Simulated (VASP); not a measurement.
# PbF2 in VASP: a series of runs

Runs on PbF2. Level: LDA. Tasks: single point.

Program: VASP 6.6.1. These are calculated values, not measurements. Logs are shortened: lines on timing, memory, paths and dates and some standing lists are left out, and cuts for length are marked.

**1. The cell of the first run**

The structure is cubic, space group Fm-3m (No. 225). The conventional cell has a = 5.920 Å, b = 5.920 Å, c = 5.920 Å, α = 90.00°, β = 90.00°, γ = 90.00°. Within 3.4 Å of Pb (site symmetry m-3m) lie 8 F at 2.56 Å. Within 3.4 Å of F (site symmetry -43m) lie 4 Pb at 2.56 Å and 6 F at 2.96 Å.

**2. Single point, LDA (volume scaled by 0.99)**

Contents of INCAR:

```
ALGO = Normal
EDIFF = 1E-7
ENCUT = 520
GGA = CA
ISIF = 2
ISMEAR = -1
LASPH = T
LCHARG = F
LREAL = F
LWAVE = F
NBANDS = 21
NELM = 60
PREC = Accurate
SIGMA = 0.03
```

Contents of KPOINTS:

```
k-points
0
Gamma
  7 7 7
```

Contents of POSCAR:

```
PbF2
1.0
    0.0000000000      2.9599173171      2.9599173171
    2.9599173171      0.0000000000      2.9599173171
    2.9599173171      2.9599173171      0.0000000000
Pb F
1 2
Direct
    0.0000000000      0.0000000000      0.0000000000
    0.2500000000      0.2500000000      0.2500000000
    0.7500000000      0.7500000000      0.7500000000
```

Potentials or basis: VASP PAW LDA potentials, release 64 (Pb_d, F).

Launch:

```sh
cat potpaw_LDA.64/Pb_d/POTCAR potpaw_LDA.64/F/POTCAR > POTCAR
mpirun -np 1 vasp_std > vasp.out
```

OUTCAR:

```text
EDIFF = 1E-7
   ENCUT = 520
   GGA = CA
   ISIF = 2
   ISMEAR = -1
   LASPH = T
   LREAL = F
   NELM = 60
   PREC = Accurate

 ion  position               nearest neighbor table
   1  0.000  0.000  0.000-   3 2.56   3 2.56   3 2.56   2 2.56   2 2.56   2 2.56   3 2.56   2 2.56

   2  0.250  0.250  0.250-   1 2.56   1 2.56   1 2.56   1 2.56
   3  0.750  0.750  0.750-   1 2.56   1 2.56   1 2.56   1 2.56

  LATTYP: Found a face centered cubic cell.
 ALAT       =     5.9198346342

  Lattice vectors:

 A1 = (   0.0000000000,   2.9599173171,   2.9599173171)
 A2 = (   2.9599173171,   0.0000000000,   2.9599173171)
 A3 = (   2.9599173171,   2.9599173171,   0.0000000000)

Analysis of symmetry for initial positions (statically):
=====================================================================
 Subroutine PRICEL returns:
 Original cell was already a primitive cell.

 Routine SETGRP: Setting up the symmetry group for a
 face centered cubic supercell.

 Subroutine GETGRP returns: Found 48 space group operations
 (whereof 48 operations were pure point group operations)
 out of a pool of 48 trial point group operations.

The static configuration has the point symmetry O_h .

Analysis of symmetry for dynamics (positions and initial velocities):
=====================================================================
 Subroutine PRICEL returns:
 Original cell was already a primitive cell.

 Routine SETGRP: Setting up the symmetry group for a
 face centered cubic supercell.

 Subroutine GETGRP returns: Found 48 space group operations
 (whereof 48 operations were pure point group operations)
 out of a pool of 48 trial point group operations.

The dynamic configuration has the point symmetry O_h .

 Subroutine INISYM returns: Found 48 space group operations
 (whereof 48 operations are pure point group operations),
 and found     1 'primitive' translations

----------------------------------------------------------------------------------------

                                     Primitive cell

  volume of cell :      51.8643

  direct lattice vectors                    reciprocal lattice vectors
     0.000000000  2.959917317  2.959917317    -0.168923638  0.168923638  0.168923638
     2.959917317  0.000000000  2.959917317     0.168923638 -0.168923638  0.168923638
     2.959917317  2.959917317  0.000000000     0.168923638  0.168923638 -0.168923638

  length of vectors
     4.185955213  4.185955213  4.185955213     0.292584323  0.292584323  0.292584323

  position of ions in fractional coordinates (direct lattice)
     0.000000000  0.000000000  0.000000000
     0.250000000  0.250000000  0.250000000
     0.750000000  0.750000000  0.750000000

  ion indices of the primitive-cell ions
   primitive index   ion index
                 1           1
                 2           2
                 3           3

----------------------------------------------------------------------------------------

 KPOINTS: k-points

Automatic generation of k-mesh.
 Grid dimensions read from file:
 generate k-points for:    7    7    7

 Generating k-lattice:

  Cartesian coordinates                     Fractional coordinates (reciprocal lattice)
    -0.024131948  0.024131948  0.024131948     0.142857143  0.000000000  0.000000000
     0.024131948 -0.024131948  0.024131948     0.000000000  0.142857143  0.000000000
     0.024131948  0.024131948 -0.024131948     0.000000000  0.000000000  0.142857143

  Length of vectors
     0.041797760  0.041797760  0.041797760

  Shift w.r.t. Gamma in fractional coordinates (k-lattice)
     0.000000000  0.000000000  0.000000000

 Subroutine IBZKPT returns following result:
 ===========================================

 Found     20 irreducible k-points:

 Following reciprocal coordinates:
            Coordinates               Weight
  0.000000  0.000000  0.000000      1.000000
  0.142857  0.000000  0.000000      8.000000
  0.285714  0.000000  0.000000      8.000000
  0.428571  0.000000  0.000000      8.000000
  0.142857  0.142857  0.000000      6.000000
  0.285714  0.142857  0.000000     24.000000
[... 12 lines left out ...]
 -0.428571  0.428571  0.142857     24.000000
 -0.285714  0.428571  0.142857     24.000000
   k-points           NKPTS =     20   k-points in BZ     NKDIM =     20   number of bands    NBANDS=     21
   number of dos      NEDOS =    301   number of ions     NIONS =      3
   total plane-waves  NPLWV =  32768
   dimension x,y,z NGX =    32 NGY =   32 NGZ =   32
   dimension x,y,z NGXF=    64 NGYF=   64 NGZF=   64
   ions per type =               1   2
   NGX,Y,Z   is equivalent  to a cutoff of  12.71, 12.71, 12.71 a.u.
   NGXF,Y,Z  is equivalent  to a cutoff of  25.42, 25.42, 25.42 a.u.
 SYSTEM =  unknown system
   PREC   = accura    normal or accurate (medium, high low for compatibility)
   ISTART =      0    job   : 0-new  1-cont  2-samecut
   ICHARG =      2    charge: 1-file 2-atom 10-const
   ISPIN  =      1    spin polarized calculation?
   LNONCOLLINEAR =      F non collinear calculations
   LSORBIT =      F    spin-orbit coupling
   LASPH  =      T    aspherical Exc in radial PAW
   ENCUT  =  520.0 eV  38.22 Ry    6.18 a.u.   7.78  7.78  7.78*2*pi/ulx,y,z
   NELM   =     60;   NELMIN=  2; NELMDL= -5     # of ELM steps
   EDIFF  = 0.1E-06   stopping-criterion for ELM
   LREAL  =      F    real-space projection
   EDIFFG = 0.1E-05   stopping-criterion for IOM
   NSW    =      0    number of steps for IOM
   IBRION =     -1    ionic relax: 0-MD 1-quasi-New 2-CG
   NFREE  =      0    steps in history (QN), initial steepest desc. (CG)
   ISIF   =      2    stress and relaxation
   ISYM   =      2    0-nonsym 1-usesym 2-fastsym
   POTIM  = 0.5000    time-step for ionic-motion
   TEBEG  =    0.0;   TEEND  =   0.0 temperature during run
   PSTRESS=    0.0 pullay stress
   NELECT =      28.0000    total number of electrons
   NUPDOWN=      -1.0000    fix difference up-down
   EMIN   =  10.00;   EMAX   =-10.00  energy-range for DOS
   EFERMI =   0.00;   METHOD = LEGACY
   ISMEAR =    -1;   SIGMA  =   0.03  broadening in eV -4-tet -1-fermi 0-gaus
   EFERMI_NEDOS =   21; number of points for ismear=-14 and -15
   IALGO  =     38    algorithm
   IMIX   =      4    mixing-type and parameters
     AMIX     =   0.40;   BMIX     =  1.00
     AMIX_MAG =   1.60;   BMIX_MAG =  1.00
  volume/ion in A,a.u.               =      17.29       116.67
  Fermi-wavevector in a.u.,A,eV,Ry     =   1.333024  2.519050 24.176909  1.776953
  Thomas-Fermi vector in A             =   2.461914
   LORBIT       =      0    0 simple, 1 ext, 2 COOP (PROOUT), +10 PAW based schemes
   GGA     = CA    functional components
   LHFCALC =     F    Hartree Fock is set to
   AEXX    =    0.0000 exact exchange contribution
   IVDW    =     0    specifies the selected vdW correction
   LEPSILON=     F    determine dielectric tensor
   LRPA    =     F    only Hartree local field effects (RPA)
 non-spin polarized calculation
  energy-cutoff  :      520.00
  volume of cell :       51.86
 maximum number of plane-waves:      1416
   NGX = 15   NGY = 15   NGZ = 15

 number of electron      28.0000003 magnetization

 Free energy of the ion-electron system (eV)
  ---------------------------------------------------
  ext. energy  EPLUGINS =         0.00000000
  ---------------------------------------------------
  free energy    TOTEN  =       -15.92065929 eV

  energy without entropy =      -15.92065929  energy(sigma->0) =      -15.92065929

 E-fermi :   2.3029     XC(G=0): -10.0839

 val. band max:        1.5420486125   @ k =  -0.2857   0.4286   0.1429
 cond. band min:       5.7978960899   @ k =   0.4286   0.4286   0.0000
 fundamental gap:      4.2558474775
 Fermi energy:         2.3029342817

 k-point     1 :       0.0000    0.0000    0.0000
  band No.  band energies     occupation
      1     -19.1867      2.00000
      2     -18.5069      2.00000
      3     -12.7898      2.00000
      4     -12.7898      2.00000
      5     -12.7898      2.00000
      6     -12.7152      2.00000
[... 13 lines left out ...]
     20      16.3901      0.00000
     21      18.7770      0.00000

 k-point     2 :       0.1429    0.0000    0.0000
  band No.  band energies     occupation
      1     -19.1435      2.00000
      2     -18.5465      2.00000
      3     -12.7812      2.00000
      4     -12.7812      2.00000
      5     -12.7442      2.00000
      6     -12.7150      2.00000
[... 13 lines left out ...]
     20      15.8702      0.00000
     21      18.0006      0.00000

 k-point     3 :       0.2857    0.0000    0.0000
  band No.  band energies     occupation
      1     -19.0358      2.00000
      2     -18.6429      2.00000
      3     -12.7690      2.00000
      4     -12.7690      2.00000
      5     -12.7074      2.00000
      6     -12.7074      2.00000
[... 13 lines left out ...]
     20      15.2655      0.00000
     21      16.6105      0.00000

 k-point     4 :       0.4286    0.0000    0.0000
  band No.  band energies     occupation
      1     -18.9104      2.00000
      2     -18.7565      2.00000
      3     -12.7670      2.00000
      4     -12.7670      2.00000
      5     -12.6933      2.00000
      6     -12.6933      2.00000
[... 13 lines left out ...]
     20      14.9988      0.00000
     21      15.6911      0.00000

 k-point     5 :       0.1429    0.1429    0.0000
  band No.  band energies     occupation
      1     -19.1303      2.00000
      2     -18.5581      2.00000
      3     -12.7725      2.00000
      4     -12.7725      2.00000
      5     -12.7386      2.00000
      6     -12.7218      2.00000
[... 13 lines left out ...]
     20      16.5752      0.00000
     21      18.0473      0.00000
[... 286 lines left out ...]
     20      17.1992      0.00000
     21      17.3150      0.00000

 k-point    18 :      -0.4286    0.2857    0.1429
  band No.  band energies     occupation
      1     -18.8735      2.00000
      2     -18.7807      2.00000
      3     -12.7386      2.00000
      4     -12.7305      2.00000
      5     -12.7012      2.00000
      6     -12.6615      2.00000
[... 13 lines left out ...]
     20      17.5916      0.00000
     21      17.8845      0.00000

 k-point    19 :      -0.4286    0.4286    0.1429
  band No.  band energies     occupation
      1     -18.8708      2.00000
      2     -18.7760      2.00000
      3     -12.7446      2.00000
      4     -12.7009      2.00000
      5     -12.7009      2.00000
      6     -12.6692      2.00000
[... 13 lines left out ...]
     20      16.5036      0.00000
     21      18.0948      0.00000

 k-point    20 :      -0.2857    0.4286    0.1429
  band No.  band energies     occupation
      1     -18.8261      2.00000
      2     -18.8191      2.00000
      3     -12.7384      2.00000
      4     -12.7054      2.00000
      5     -12.7024      2.00000
      6     -12.6295      2.00000
[... 13 lines left out ...]
     20      17.3360      0.00000
     21      17.7712      0.00000

------------------------ aborting loop because EDIFF is reached ----------------------------------------

  FORCE on cell =-STRESS in cart. coord.  units (eV):
  Direction    XX          YY          ZZ          XY          YZ          ZX
  --------------------------------------------------------------------------------------
  -------------------------------------------------------------------------------------
  Total       -1.3817083     -1.3817083     -1.3817083      0.0000000      0.0000000     -0.0000000
  in kB      -42.6833219    -42.6833219    -42.6833219      0.0000000      0.0000000     -0.0000000
  external PRESSURE =     -42.6833219 kB  Pullay stress =       0.0000000 kB

 VOLUME and BASIS-vectors are now :
 -----------------------------------------------------------------------------
  energy-cutoff  :      520.00
  volume of cell :       51.86
      direct lattice vectors                 reciprocal lattice vectors
     0.000000000  2.959917317  2.959917317    -0.168923638  0.168923638  0.168923638
     2.959917317  0.000000000  2.959917317     0.168923638 -0.168923638  0.168923638
     2.959917317  2.959917317  0.000000000     0.168923638  0.168923638 -0.168923638

 POSITION                                       TOTAL-FORCE (eV/Angst)
 -----------------------------------------------------------------------------------
      0.00000      0.00000      0.00000         0.000000     -0.000000      0.000000
      1.47996      1.47996      1.47996        -0.000000     -0.000000     -0.000000
      4.43988      4.43988      4.43988         0.000000      0.000000      0.000000
 -----------------------------------------------------------------------------------
    total drift:                                0.000000     -0.000000      0.000000

  FREE ENERGIE OF THE ION-ELECTRON SYSTEM (eV)
  ---------------------------------------------------
  free  energy   TOTEN  =       -15.9206592889 eV

  energy  without entropy=      -15.9206592888  energy(sigma->0) =      -15.92065929
```

It took 12 s on 1 thread of AMD EPYC 9R45 (Zen 5), shared host; peak memory 0.13 GiB.

Results:

* Free energy: -15.9207 eV
* Pressure: -4.3 GPa
* Band gap on the k mesh: 4.26 eV, indirect (least direct gap 4.48 eV)

Caveat: spin-orbit coupling is left out, which moves the levels of the heavy elements.

**3. Single point, LDA (volume scaled by 1.02)**

Contents of INCAR:

```
  PREC = Accurate
  ENCUT = 520
  EDIFF = 1E-7
  ISMEAR = -1
  SIGMA = 0.03
  LREAL = F
  LASPH = T
  NELM = 60
  ALGO = Normal
  ISIF = 2
  LWAVE = F
  LCHARG = F
  NBANDS = 21
```

Contents of KPOINTS:

```
regular mesh
0
Gamma
  7 7 7
```

Contents of POSCAR:

```
PbF2
1.0
    0.0000000000      2.9895184540      2.9895184540
    2.9895184540      0.0000000000      2.9895184540
    2.9895184540      2.9895184540      0.0000000000
Pb F
1 2
Direct
    0.0000000000      0.0000000000      0.0000000000
    0.2500000000      0.2500000000      0.2500000000
    0.7500000000      0.7500000000      0.7500000000
```

Potentials or basis: VASP PAW LDA potentials, release 64 (Pb_d, F).

Launch:

```sh
cat potpaw_LDA.64/Pb_d/POTCAR potpaw_LDA.64/F/POTCAR > POTCAR
mpirun -np 1 vasp_std > vasp.out
```

Wall time 12 s (1 thread of AMD EPYC 9R45 (Zen 5), shared host); peak memory 0.13 GiB.

The run converged. Its results:

```
Free energy            : -15.8720 eV
Pressure               : -6.1 GPa
Band gap on the k mesh : 4.26 eV, indirect (least direct gap 4.48 eV)
```

Levels at points of the mesh, in eV from the valence-band top:
```csv
k point,band 12,band 13,band 14,band 15,band 16,band 17
"(0.00, 0.00, 0.00)",-1.83,-1.83,-1.83,6.56,6.56,6.56
```

Caveat: spin-orbit coupling is left out, which moves the levels of the heavy elements. A k mesh can miss the band edges.

**4. Single point, LDA (volume scaled by 1.06)**

Contents of INCAR:

```
SYSTEM = PbF2
  ALGO = Normal
  EDIFF = 1E-6
  ENCUT = 520
  ISIF = 2
  ISMEAR = -1
  LASPH = .TRUE.
  LCHARG = .FALSE.
  LREAL = .FALSE.
  LWAVE = .FALSE.
  NBANDS = 21
  NELM = 60
  PREC = Accurate
  SIGMA = 0.03
```

Contents of KPOINTS:

```
k-points
0
G
  7 7 7
  0 0 0
```

Contents of POSCAR:

```
PbF2
1.0
    0.0000000000      3.0280971407      3.0280971407
    3.0280971407      0.0000000000      3.0280971407
    3.0280971407      3.0280971407      0.0000000000
Pb F
1 2
Direct
    0.0000000000      0.0000000000      0.0000000000
    0.2500000000      0.2500000000      0.2500000000
    0.7500000000      0.7500000000      0.7500000000
```

Launch:

```sh
cat potpaw_LDA.64/Pb_d/POTCAR potpaw_LDA.64/F/POTCAR > POTCAR
mpirun -np 1 vasp_std > vasp.out
```

It took 12 s on 1 thread of AMD EPYC 9R45 (Zen 5), shared host; peak memory 0.13 GiB.

The run converged. Its results:

- Free energy: -15.7818 eV
- Pressure: -8.1 GPa
- Band gap on the k mesh: 4.26 eV, indirect (least direct gap 4.47 eV)

Levels at points of the mesh, in eV from the valence-band top:
```
           k point  band 11  band 12  band 13  band 14  band 15  band 16  band 17  band 18
(0.00, 0.00, 0.00)    -2.10    -1.61    -1.61    -1.61     6.50     6.50     6.50    10.10
```

Caveat: spin-orbit coupling is left out, which moves the levels of the heavy elements. A k mesh can miss the band edges.

**5. Single point, LDA (zz strain of +1 %)**

Contents of INCAR:

```
SYSTEM = PbF2
ALGO = Normal
EDIFF = 1E-7
ENCUT = 520
ISIF = 2
ISMEAR = -1
LASPH = .TRUE.
LCHARG = .FALSE.
LREAL = .FALSE.
LWAVE = .FALSE.
NBANDS = 21
NELM = 60
PREC = Accurate
SIGMA = 0.03
```

KPOINTS is that of step 4.

Contents of POSCAR:

```
PbF2
1.0
    0.0000000000      2.9698500000      2.9995485000
    2.9698500000      0.0000000000      2.9995485000
    2.9698500000      2.9698500000      0.0000000000
Pb F
1 2
Direct
    0.0000000000      0.0000000000      0.0000000000
    0.2500000000      0.2500000000      0.2500000000
    0.7500000000      0.7500000000      0.7500000000
```

Launch:

```sh
cat potpaw_LDA.64/Pb_d/POTCAR potpaw_LDA.64/F/POTCAR > POTCAR
mpirun -np 1 vasp_std > vasp.out
```

It took 22 s on 1 thread of AMD EPYC 9R45 (Zen 5), shared host; peak memory 0.15 GiB.

Results (log left out):

* Free energy: -15.8897 eV
* Pressure: -5.6 GPa
* Band gap on the k mesh: 4.23 eV, indirect (least direct gap 4.47 eV)

Stress tensor (GPa, compression positive):
```
-5.37  0.00  0.00
 0.00 -5.37  0.00
 0.00  0.00 -5.93
```

Levels at points of the mesh, in eV from the valence-band top:
```csv
k point,band 10,band 11,band 12,band 13,band 14,band 15,band 16,band 17,band 18,band 19
"(0.00, 0.00, 0.00)",-2.41,-2.39,-1.95,-1.88,-1.88,6.54,6.54,6.58,10.22,14.69
```

Caveat: the cell differs from its parent crystal (zz strain of +1 %); spin-orbit coupling is left out, which moves the levels of the heavy elements.

**6. Summary**

| cell | gap on the mesh (eV) | pressure (GPa) |
| --- | --- | --- |
| a = 4.186 Å, angles 60.0°, 3 atoms | 4.26 | -4.3 |
| a = 4.228 Å, angles 60.0°, 3 atoms | 4.26 | -6.1 |
| a = 4.282 Å, angles 60.0°, 3 atoms | 4.26 | -8.1 |
| a = 4.221, b = 4.221, c = 4.200 Å, angles 60.2, 60.2, 59.7°, 3 atoms | 4.23 | -5.6 |

Alike in all rows: task single point; level LDA; potentials or basis VASP PAW LDA potentials, release 64 (Pb_d, F); no spin polarisation; k mesh 7 × 7 × 7; cutoff (eV) 520; smearing fermi-dirac 0.03 eV.

Caveats: spin-orbit coupling is left out, which moves the levels of the heavy elements.

Total energies depend on the potentials used, so only differences within one code and one set of settings carry meaning.
